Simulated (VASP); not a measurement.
A run of VASP 6.6.1:

The input INCAR:

```
SYSTEM = Ga
  ALGO = Normal
  EDIFF = 1E-7
  EDIFFG = -0.02
  ENCUT = 500
  GGA = PE
  GGA_COMPAT = .False.
  IBRION = 2
  ISIF = 3
  ISMEAR = -1
  IVDW = 12
  LASPH = .True.
  LCHARG = .False.
  LREAL = .False.
  LWAVE = .False.
  NELM = 120
  NELMIN = 4
  NSW = 80
  PREC = Accurate
  PSTRESS = 100.0
  SIGMA = 0.1
```

File KPOINTS:

```
k-points
0
Gamma
  6 6 6
  0 0 0
```

File POSCAR:

```
Ga
1.0
    0.0000000000      2.6950000000      2.6950000000
    2.6950000000      0.0000000000      2.6950000000
    2.6950000000      2.6950000000      0.0000000000
Ga
2
Direct
    1.0000000000      1.0000000000      1.0000000000
    0.2500000000      0.2500000000      0.2500000000
```

Potentials or basis: VASP PAW PBE potentials, release 64 (Ga_d).

The run is started by

```bash
$ cat potpaw_PBE.64/Ga_d/POTCAR > POTCAR
$ mpirun -np 1 vasp_std > vasp.out
```

Hardware: 1 thread of Intel(R) Xeon(R) Platinum 8259CL CPU @ 2.50GHz (Skylake/Cascade Lake), with other jobs on the host.

Question: How long does it take, and how much memory?

Answer: Wall time 61 s on 1 thread of Intel(R) Xeon(R) Platinum 8259CL CPU @ 2.50GHz (Skylake/Cascade Lake), with other jobs on the host, peak memory 0.16 GiB. Counts: scf iterations 31, k points 16, ion steps 3.
